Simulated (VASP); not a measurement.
Wanted: the native input for a VASP 6.6.1 run.

```
Task                   : single point
Functional             : PBE
Potentials or basis    : VASP PAW PBE potentials, release 64 (Pb_d, S)
Cutoff                 : 520 eV
k mesh                 : 6 × 6 × 6
Occupations            : fermi-dirac, width 0.1 eV
Spin                   : no spin polarisation
Dipole correction      : no
Further INCAR settings : ALGO = Normal; EDIFF = 1e-07; NBANDS = 50
```

The structure of PbS lies in POSCAR:

```
PbS
1.0
   -3.7011133236      3.7011133236      3.6598151326
    3.7011133236     -3.7011133236      3.6598151326
    3.7011133236      3.7011133236     -3.6598151326
Pb S
4 4
Direct
    0.2500000000      0.2500000000      0.0000000000
    0.7500000000      0.7500000000      0.0000000000
    0.7500000000      0.2500000000      0.5000000000
    0.2500000000      0.7500000000      0.5000000000
    0.7192584814      0.2192584814      0.9385169627
    0.2192584814      0.2807415186      0.5000000000
    0.2807415186      0.7807415186      0.0614830373
    0.7807415186      0.7192584814      0.5000000000
```

The input as run:

INCAR

```
SYSTEM = PbS
PREC = Accurate
ENCUT = 520
EDIFF = 1E-7
ISMEAR = -1
SIGMA = 0.1
LREAL = .FALSE.
LASPH = .TRUE.
NELM = 100
ALGO = Normal
ISIF = 2
LWAVE = .FALSE.
LCHARG = .TRUE.
GGA = PE
LELF = .TRUE.
LVHAR = .TRUE.
NBANDS = 50
```

KPOINTS

```
regular mesh
0
G
  6 6 6
  0 0 0
```

Potentials or basis: VASP PAW PBE potentials, release 64 (Pb_d, S).

Launch:

```console
$ cat potpaw_PBE.64/Pb_d/POTCAR potpaw_PBE.64/S/POTCAR > POTCAR
$ mpirun -np 1 vasp_std > vasp.out
```

Results of the run:

```json
{
 "Pressure": "-0.1 GPa"
}
```

It took 6.9 min on 1 thread of Oxide Virtual Turin-like Processor (shared host), peak memory 0.41 GiB.
